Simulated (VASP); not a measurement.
# Sr (P6_3/mmc) in VASP: a series of runs

The runs below take Sr through single point, with BLYP.

Program: VASP 6.6.1. These are calculated values, not measurements. Logs are shortened: lines on timing, memory, paths and dates and some standing lists are left out, and cuts for length are marked.

### 1 The cell of the first run

It takes space group P6_3/mmc (No. 194, hexagonal). Conventional cell: a = 4.195 Å, b = 4.195 Å, c = 6.853 Å, α = 90.00°, β = 90.00°, γ = 120.00°. Within 5.5 Å of Sr (site symmetry -6m2) lie 12 Sr at 4.19 to 4.20 Å.

This isn't the form of Sr at room conditions, which is fcc.

### 2 Single point, BLYP (52.21 Å³/atom)

INCAR reads:

```
SYSTEM = Sr
AGGAC = 1.0
AGGAX = 1.0
ALDAC = 0.0
ALDAX = 1.0
ALGO = Normal
EDIFF = 1E-7
ENCUT = 520
GGA = B5
ISIF = 2
ISMEAR = -1
LASPH = .True.
LCHARG = .False.
LREAL = .False.
LWAVE = .False.
NBANDS = 17
NELM = 60
PREC = Accurate
SIGMA = 0.1
```

KPOINTS reads:

```
k-points
0
Gamma
  10 10 5
  0 0 0
```

POSCAR reads:

```
Sr
1.0
    4.1947144798      0.0000000000      0.0000000000
   -2.0973572399      3.6327293011      0.0000000000
    0.0000000000      0.0000000000      6.8527448800
Sr
2
Direct
    0.3333333333      0.6666666667      0.2500000000
    0.6666666667      0.3333333333      0.7500000000
```

Potentials or basis: VASP PAW PBE potentials, release 64 (Sr_sv).

Launch:

```console
$ cat potpaw_PBE.64/Sr_sv/POTCAR > POTCAR
$ mpirun -np 1 vasp_std > vasp.out
```

OUTCAR:

```text
SYSTEM = Sr
   EDIFF = 1E-7
   ENCUT = 520
   GGA = B5
   ISIF = 2
   ISMEAR = -1
   LASPH = .True.
   LREAL = .False.
   NELM = 60
   PREC = Accurate

 ion  position               nearest neighbor table
   1  0.333  0.667  0.250-   2 4.20   2 4.20   2 4.20   2 4.20   2 4.20   2 4.20
   2  0.667  0.333  0.750-   1 4.20   1 4.20   1 4.20   1 4.20   1 4.20   1 4.20

  LATTYP: Found a hexagonal cell.
 ALAT       =     4.1947144798
 C/A-ratio  =     1.6336618173

  Lattice vectors:

 A1 = (   4.1947144798,   0.0000000000,   0.0000000000)
 A2 = (  -2.0973572399,   3.6327293011,   0.0000000000)
 A3 = (   0.0000000000,   0.0000000000,   6.8527448800)

Analysis of symmetry for initial positions (statically):
=====================================================================
 Subroutine PRICEL returns:
 Original cell was already a primitive cell.

 Routine SETGRP: Setting up the symmetry group for a
 hexagonal supercell.

 Subroutine GETGRP returns: Found 24 space group operations
 (whereof 12 operations were pure point group operations)
 out of a pool of 24 trial point group operations.

The static configuration has the point symmetry D_3d.
 The point group associated with its full space group is D_6h.

Analysis of symmetry for dynamics (positions and initial velocities):
=====================================================================
 Subroutine PRICEL returns:
 Original cell was already a primitive cell.

 Routine SETGRP: Setting up the symmetry group for a
 hexagonal supercell.

 Subroutine GETGRP returns: Found 24 space group operations
 (whereof 12 operations were pure point group operations)
 out of a pool of 24 trial point group operations.

The dynamic configuration has the point symmetry D_3d.
 The point group associated with its full space group is D_6h.

 Subroutine INISYM returns: Found 24 space group operations
 (whereof 12 operations are pure point group operations),
 and found     1 'primitive' translations

----------------------------------------------------------------------------------------

                                     Primitive cell

  volume of cell :     104.4239

  direct lattice vectors                    reciprocal lattice vectors
     4.194714480  0.000000000  0.000000000     0.238395248  0.137637561  0.000000000
    -2.097357240  3.632729301  0.000000000     0.000000000  0.275275122  0.000000000
     0.000000000  0.000000000  6.852744880     0.000000000  0.000000000  0.145926927

  length of vectors
     4.194714480  4.194714480  6.852744880     0.275275122  0.275275122  0.145926927

  position of ions in fractional coordinates (direct lattice)
     0.333333333  0.666666667  0.250000000
     0.666666667  0.333333333  0.750000000

  ion indices of the primitive-cell ions
   primitive index   ion index
                 1           1
                 2           2

----------------------------------------------------------------------------------------

 KPOINTS: k-points

Automatic generation of k-mesh.
 Grid dimensions read from file:
 generate k-points for:   10   10    5

 Generating k-lattice:

  Cartesian coordinates                     Fractional coordinates (reciprocal lattice)
     0.023839525  0.013763756  0.000000000     0.100000000  0.000000000  0.000000000
     0.000000000  0.027527512  0.000000000     0.000000000  0.100000000  0.000000000
     0.000000000  0.000000000  0.029185385     0.000000000  0.000000000  0.200000000

  Length of vectors
     0.027527512  0.027527512  0.029185385

  Shift w.r.t. Gamma in fractional coordinates (k-lattice)
     0.000000000  0.000000000  0.000000000

 Subroutine IBZKPT returns following result:
 ===========================================

 Found     42 irreducible k-points:

 Following reciprocal coordinates:
            Coordinates               Weight
  0.000000  0.000000  0.000000      1.000000
  0.100000  0.000000  0.000000      6.000000
  0.200000  0.000000  0.000000      6.000000
  0.300000  0.000000  0.000000      6.000000
  0.400000 -0.000000  0.000000      6.000000
  0.500000  0.000000  0.000000      3.000000
[... 16 lines left out ...]
  0.300000  0.100000  0.200000     24.000000
  0.400000  0.100000  0.200000     24.000000
 [... further k-points ...]
   k-points           NKPTS =     42   k-points in BZ     NKDIM =     42   number of bands    NBANDS=     17
   number of dos      NEDOS =    301   number of ions     NIONS =      2
   total plane-waves  NPLWV =  55296
   dimension x,y,z NGX =    32 NGY =   32 NGZ =   54
   dimension x,y,z NGXF=    64 NGYF=   64 NGZF=  108
   ions per type =               2
   NGX,Y,Z   is equivalent  to a cutoff of  12.68, 12.68, 13.10 a.u.
   NGXF,Y,Z  is equivalent  to a cutoff of  25.36, 25.36, 26.20 a.u.
 SYSTEM =  Sr
   PREC   = accura    normal or accurate (medium, high low for compatibility)
   ISTART =      0    job   : 0-new  1-cont  2-samecut
   ICHARG =      2    charge: 1-file 2-atom 10-const
   ISPIN  =      1    spin polarized calculation?
   LNONCOLLINEAR =      F non collinear calculations
   LSORBIT =      F    spin-orbit coupling
   LASPH  =      T    aspherical Exc in radial PAW
   ENCUT  =  520.0 eV  38.22 Ry    6.18 a.u.   7.80  7.80 12.74*2*pi/ulx,y,z
   NELM   =     60;   NELMIN=  2; NELMDL= -5     # of ELM steps
   EDIFF  = 0.1E-06   stopping-criterion for ELM
   LREAL  =      F    real-space projection
   EDIFFG = 0.1E-05   stopping-criterion for IOM
   NSW    =      0    number of steps for IOM
   IBRION =     -1    ionic relax: 0-MD 1-quasi-New 2-CG
   NFREE  =      0    steps in history (QN), initial steepest desc. (CG)
   ISIF   =      2    stress and relaxation
   ISYM   =      2    0-nonsym 1-usesym 2-fastsym
   POTIM  = 0.5000    time-step for ionic-motion
   TEBEG  =    0.0;   TEEND  =   0.0 temperature during run
   PSTRESS=    0.0 pullay stress
   NELECT =      20.0000    total number of electrons
   NUPDOWN=      -1.0000    fix difference up-down
   EMIN   =  10.00;   EMAX   =-10.00  energy-range for DOS
   EFERMI =   0.00;   METHOD = LEGACY
   ISMEAR =    -1;   SIGMA  =   0.10  broadening in eV -4-tet -1-fermi 0-gaus
   EFERMI_NEDOS =   21; number of points for ismear=-14 and -15
   IALGO  =     38    algorithm
   IMIX   =      4    mixing-type and parameters
     AMIX     =   0.40;   BMIX     =  1.00
[... 27 lines left out ...]

 E-fermi :   2.2187     XC(G=0):  -7.0557

 val. band max:        2.1687361282   @ k =   0.3000   0.3000   0.4000
 cond. band min:       2.2301223008   @ k =   0.5000   0.0000   0.0000
 fundamental gap:      0.0613861726
 Fermi energy:         2.2186612670

 k-point     1 :       0.0000    0.0000    0.0000
  band No.  band energies     occupation
      1     -34.3673      2.00000
      2     -34.3493      2.00000
      3     -16.5405      2.00000
      4     -16.3407      2.00000
      5     -16.3407      2.00000
      6     -16.3087      2.00000
[... 9 lines left out ...]
     16       4.8420      0.00000
     17       5.3542      0.00000

 k-point     2 :       0.1000    0.0000    0.0000
  band No.  band energies     occupation
      1     -34.3658      2.00000
      2     -34.3486      2.00000
      3     -16.5331      2.00000
      4     -16.3578      2.00000
      5     -16.3461      2.00000
      6     -16.3265      2.00000
[... 9 lines left out ...]
     16       4.9828      0.00000
     17       5.1101      0.00000

 k-point     3 :       0.2000    0.0000    0.0000
  band No.  band energies     occupation
      1     -34.3617      2.00000
      2     -34.3467      2.00000
      3     -16.5122      2.00000
      4     -16.4029      2.00000
      5     -16.3721      2.00000
      6     -16.3598      2.00000
[... 9 lines left out ...]
     16       4.9794      0.00000
     17       5.0441      0.00000

 k-point     4 :       0.3000    0.0000    0.0000
  band No.  band energies     occupation
      1     -34.3563      2.00000
      2     -34.3447      2.00000
      3     -16.4826      2.00000
      4     -16.4590      2.00000
      5     -16.4265      2.00000
      6     -16.3762      2.00000
[... 9 lines left out ...]
     16       5.5225      0.00000
     17       5.6325      0.00000

 k-point     5 :       0.4000   -0.0000    0.0000
  band No.  band energies     occupation
      1     -34.3514      2.00000
      2     -34.3436      2.00000
      3     -16.5044      2.00000
      4     -16.4691      2.00000
      5     -16.4522      2.00000
      6     -16.3892      2.00000
[... 9 lines left out ...]
     16       6.1224      0.00000
     17       6.6807      0.00000

 k-point     6 :       0.5000    0.0000    0.0000
  band No.  band energies     occupation
      1     -34.3493      2.00000
      2     -34.3434      2.00000
      3     -16.5218      2.00000
      4     -16.4852      2.00000
      5     -16.4367      2.00000
      6     -16.3940      2.00000
[... 9 lines left out ...]
     16       6.6734      0.00000
     17       7.0459      0.00000

 k-point     7 :       0.1000    0.1000    0.0000
  band No.  band energies     occupation
      1     -34.3629      2.00000
      2     -34.3473      2.00000
      3     -16.5189      2.00000
      4     -16.3851      2.00000
      5     -16.3690      2.00000
      6     -16.3459      2.00000
[... 9 lines left out ...]
     16       4.8754      0.00000
     17       4.9679      0.00000

 k-point     8 :       0.2000    0.1000    0.0000
  band No.  band energies     occupation
      1     -34.3582      2.00000
      2     -34.3454      2.00000
      3     -16.4935      2.00000
      4     -16.4316      2.00000
      5     -16.4124      2.00000
      6     -16.3678      2.00000
[... 9 lines left out ...]
     16       5.2057      0.00000
     17       5.4136      0.00000
[... 203 lines left out ...]
      1     -34.3507      2.00000
      2     -34.3443      2.00000
      3     -16.5172      2.00000
      4     -16.4839      2.00000
      5     -16.4250      2.00000
      6     -16.3843      2.00000
[... 9 lines left out ...]
     16       6.0796      0.00000
     17       6.1426      0.00000

 k-point    20 :       0.5000    0.0000    0.2000
  band No.  band energies     occupation
      1     -34.3487      2.00000
      2     -34.3440      2.00000
      3     -16.5316      2.00000
      4     -16.4993      2.00000
      5     -16.4158      2.00000
      6     -16.3890      2.00000
[... 9 lines left out ...]
     16       6.3672      0.00000
     17       6.5704      0.00000

 k-point    21 :       0.1000    0.1000    0.2000
  band No.  band energies     occupation
      1     -34.3615      2.00000
      2     -34.3488      2.00000
      3     -16.5032      2.00000
      4     -16.3792      2.00000
      5     -16.3754      2.00000
      6     -16.3507      2.00000
[... 9 lines left out ...]
     16       4.9851      0.00000
     17       5.3463      0.00000

 k-point    22 :       0.2000    0.1000    0.2000
  band No.  band energies     occupation
      1     -34.3570      2.00000
      2     -34.3466      2.00000
      3     -16.4903      2.00000
      4     -16.4256      2.00000
      5     -16.4127      2.00000
      6     -16.3687      2.00000
[... 9 lines left out ...]
     16       5.2267      0.00000
     17       5.5715      0.00000

 k-point    23 :       0.3000    0.1000    0.2000
  band No.  band energies     occupation
      1     -34.3521      2.00000
      2     -34.3447      2.00000
      3     -16.4995      2.00000
      4     -16.4678      2.00000
      5     -16.4275      2.00000
      6     -16.3865      2.00000
[... 9 lines left out ...]
     16       5.6170      0.00000
     17       6.1476      0.00000

 k-point    24 :       0.4000    0.1000    0.2000
  band No.  band energies     occupation
      1     -34.3488      2.00000
      2     -34.3440      2.00000
      3     -16.5222      2.00000
      4     -16.4913      2.00000
      5     -16.4199      2.00000
      6     -16.3934      2.00000
[... 9 lines left out ...]
     16       6.0752      0.00000
     17       6.3741      0.00000

 [... further k-points ...]

------------------------ aborting loop because EDIFF is reached ----------------------------------------

  FORCE on cell =-STRESS in cart. coord.  units (eV):
  Direction    XX          YY          ZZ          XY          YZ          ZX
  --------------------------------------------------------------------------------------
  -------------------------------------------------------------------------------------
  Total        0.6358161      0.6358161      0.6869478     -0.0000000     -0.0000000      0.0000000
  in kB        9.7553334      9.7553334     10.5398475     -0.0000000     -0.0000000      0.0000000
  external PRESSURE =      10.0168381 kB  Pullay stress =       0.0000000 kB

 VOLUME and BASIS-vectors are now :
 -----------------------------------------------------------------------------
  energy-cutoff  :      520.00
  volume of cell :      104.42
      direct lattice vectors                 reciprocal lattice vectors
     4.194714480  0.000000000  0.000000000     0.238395248  0.137637561  0.000000000
    -2.097357240  3.632729301  0.000000000     0.000000000  0.275275122  0.000000000
     0.000000000  0.000000000  6.852744880     0.000000000  0.000000000  0.145926927

 POSITION                                       TOTAL-FORCE (eV/Angst)
 -----------------------------------------------------------------------------------
     -0.00000      2.42182      1.71319         0.000000     -0.000000      0.000000
      2.09736      1.21091      5.13956        -0.000000      0.000000      0.000000
 -----------------------------------------------------------------------------------
    total drift:                                0.000000     -0.000000      0.000000

  FREE ENERGIE OF THE ION-ELECTRON SYSTEM (eV)
  ---------------------------------------------------
  free  energy   TOTEN  =        -1.8767292616 eV

  energy  without entropy=       -1.7848236861  energy(sigma->0) =       -1.83077647
```

It took 55 s on 1 thread of AMD EPYC 9R45 (Zen 5), shared host; peak memory 0.21 GiB.

Results:

- Free energy: -1.8767 eV
- Pressure: 1.0 GPa
- Band gap on the k mesh: zero (bands 10 and 11 overlap by 0.11 eV)

Stress tensor (GPa, compression positive):
```
0.98 0.00 0.00
0.00 0.98 0.00
0.00 0.00 1.05
```

Caveat: the PAW data sets were made with another functional, which shifts forces and pressure a little.

### 3 Single point, BLYP (54.48 Å³/atom)

This run uses another cell than the first one, of 54.48 Å³/atom.

INCAR reads:

```
AGGAC    = 1.0          
AGGAX    = 1.0          
ALDAC    = 0.0          
ALDAX    = 1.0          
ALGO     = Normal         # electronic algorithm
EDIFF    = 1E-6           # SCF threshold, eV
ENCUT    = 520            # plane-wave cutoff, eV
GGA      = B5             # functional
ISIF     = 2              # what is computed and relaxed
ISMEAR   = -1             # smearing method
LASPH    = True           # aspherical terms in the spheres
LCHARG   = True           # write CHGCAR
LELF     = True           # ELF
LREAL    = False          # projectors in reciprocal space
LVHAR    = True         
LWAVE    = False          # write WAVECAR
NBANDS   = 17             # bands
NELM     = 100            # most SCF steps
PREC     = Accurate       # precision mode
SIGMA    = 0.1            # smearing width, eV
```

KPOINTS reads:

```
k-points
0
Gamma
  10 10 5
```

POSCAR reads:

```
Sr
1.0
    4.2546470696      0.0000000000      0.0000000000
   -2.1273235348      3.6846324464      0.0000000000
    0.0000000000      0.0000000000      6.9506544635
Sr
2
Direct
    0.3333333333      0.6666666667      0.2500000000
    0.6666666667      0.3333333333      0.7500000000
```

Potentials or basis: VASP PAW PBE potentials, release 64 (Sr_sv).

Launch:

```console
$ cat potpaw_PBE.64/Sr_sv/POTCAR > POTCAR
$ mpirun -np 1 vasp_std > vasp.out
```

Run time: 56 s. Hardware: 1 thread of AMD EPYC 9R45 (Zen 5), shared host; peak memory 0.22 GiB.

It converged, with:

```yaml
Free_energy: -1.8975 eV
Pressure: 0.5 GPa
Band_gap_on_the_k_mesh: zero (bands 10 and 11 overlap by 0.11 eV)
```

Levels at points of the mesh, in eV from the Fermi level:
| k point | band 6 | band 7 | band 8 | band 9 | band 10 | band 11 | band 12 | band 13 | band 14 | band 15 |
| --- | --- | --- | --- | --- | --- | --- | --- | --- | --- | --- |
| (0.00, 0.00, 0.00) | -18.62 | -18.62 | -18.62 | -3.62 | -1.15 | 0.20 | 2.16 | 2.16 | 2.16 | 2.55 |
| (0.50, 0.00, 0.00) | -18.69 | -18.66 | -18.65 | -1.11 | -0.48 | 0.05 | 0.23 | 1.31 | 1.86 | 2.05 |

Caveat: the PAW data sets were made with another functional, which shifts forces and pressure a little.

### 4 Single point, BLYP (56.75 Å³/atom)

This run uses another cell than the first one, of 56.75 Å³/atom.

INCAR reads:

```
PREC = Accurate
ENCUT = 520
EDIFF = 1E-6
ISMEAR = -1
SIGMA = 0.1
LREAL = F
LASPH = T
NELM = 80
ALGO = Normal
ISIF = 2
LWAVE = F
LCHARG = T
GGA = B5
ALDAX = 1.0
AGGAX = 1.0
AGGAC = 1.0
ALDAC = 0.0
LELF = T
LVHAR = T
NBANDS = 17
```

KPOINTS reads:

```
regular mesh
0
Gamma
  10 10 5
```

POSCAR reads:

```
Sr
1.0
    4.3129371495      0.0000000000      0.0000000000
   -2.1564685747      3.7351131364      0.0000000000
    0.0000000000      0.0000000000      7.0458807414
Sr
2
Direct
    0.3333333333      0.6666666667      0.2500000000
    0.6666666667      0.3333333333      0.7500000000
```

Launch:

```console
$ cat potpaw_PBE.64/Sr_sv/POTCAR > POTCAR
$ mpirun -np 1 vasp_std > vasp.out
```

It took 57 s on 1 thread of AMD EPYC 9R45 (Zen 5), shared host; peak memory 0.22 GiB.

The run converged. Its results:

```
Free energy            : -1.9040 eV
Pressure               : 0.0 GPa
Band gap on the k mesh : zero (bands 10 and 11 overlap by 0.11 eV)
```

Levels at points of the mesh, in eV from the Fermi level:
```
           k point  band 7  band 8  band 9  band 10  band 11  band 12  band 13  band 14
(0.00, 0.00, 0.00)  -18.70  -18.70   -3.56    -1.14     0.15     2.11     2.11     2.11
(0.50, 0.00, 0.00)  -18.74  -18.73   -1.11    -0.49     0.08     0.23     1.27     1.80
```

Caveat: the PAW data sets were made with another functional, which shifts forces and pressure a little.

### 5 Single point, BLYP (59.02 Å³/atom)

This run uses another cell than the first one, of 59.02 Å³/atom.

INCAR reads:

```
SYSTEM = Sr
AGGAC = 1.0 ; AGGAX = 1.0
ALDAC = 0.0 ; ALDAX = 1.0
ALGO = Normal ; EDIFF = 1E-6
ENCUT = 520 ; GGA = B5
ISIF = 2 ; ISMEAR = -1
LASPH = .True. ; LCHARG = .False.
LREAL = .False. ; LWAVE = .False.
NBANDS = 17 ; NELM = 60
PREC = Accurate ; SIGMA = 0.1
```

KPOINTS reads:

```
k-points
0
Gamma
  10 10 5
  0 0 0
```

POSCAR reads:

```
Sr
1.0
    4.3696928311      0.0000000000      0.0000000000
   -2.1848464155      3.7842649985      0.0000000000
    0.0000000000      0.0000000000      7.1386003314
Sr
2
Direct
    0.3333333333      0.6666666667      0.2500000000
    0.6666666667      0.3333333333      0.7500000000
```

Launch:

```console
$ cat potpaw_PBE.64/Sr_sv/POTCAR > POTCAR
$ mpirun -np 1 vasp_std > vasp.out
```

It took 54 s on 1 thread of AMD EPYC 9R45 (Zen 5), shared host; peak memory 0.22 GiB.

Results (log left out):

```
Free energy            : -1.8987 eV
Pressure               : -0.4 GPa
Band gap on the k mesh : zero (bands 10 and 11 overlap by 0.11 eV)
```

Levels at points of the mesh, in eV from the Fermi level:
| k point | band 8 | band 9 | band 10 | band 11 | band 12 | band 13 |
| --- | --- | --- | --- | --- | --- | --- |
| (0.00, 0.00, 0.00) | -18.78 | -3.51 | -1.13 | 0.11 | 2.07 | 2.07 |
| (0.50, 0.00, 0.00) | -18.81 | -1.11 | -0.49 | 0.11 | 0.24 | 1.22 |

Caveat: the PAW data sets were made with another functional, which shifts forces and pressure a little.

### 6 Summary

| cell | gap on the mesh (eV) | pressure (GPa) |
| --- | --- | --- |
| a = 4.195, b = 4.195, c = 6.853 Å, angles 90.0, 90.0, 120.0°, 2 atoms | none | 1.0 |
| a = 4.255, b = 4.255, c = 6.951 Å, angles 90.0, 90.0, 120.0°, 2 atoms | none | 0.5 |
| a = 4.313, b = 4.313, c = 7.046 Å, angles 90.0, 90.0, 120.0°, 2 atoms | none | 0.0 |
| a = 4.370, b = 4.370, c = 7.139 Å, angles 90.0, 90.0, 120.0°, 2 atoms | none | -0.4 |

Alike in all rows: task single point; level BLYP; potentials or basis VASP PAW PBE potentials, release 64 (Sr_sv); no spin polarisation; k mesh 10 × 10 × 5; cutoff (eV) 520; smearing fermi-dirac 0.1 eV.

Caveats: the PAW data sets were made with another functional, which shifts forces and pressure a little.

Total energies depend on the potentials used, so only differences within one code and one set of settings carry meaning.
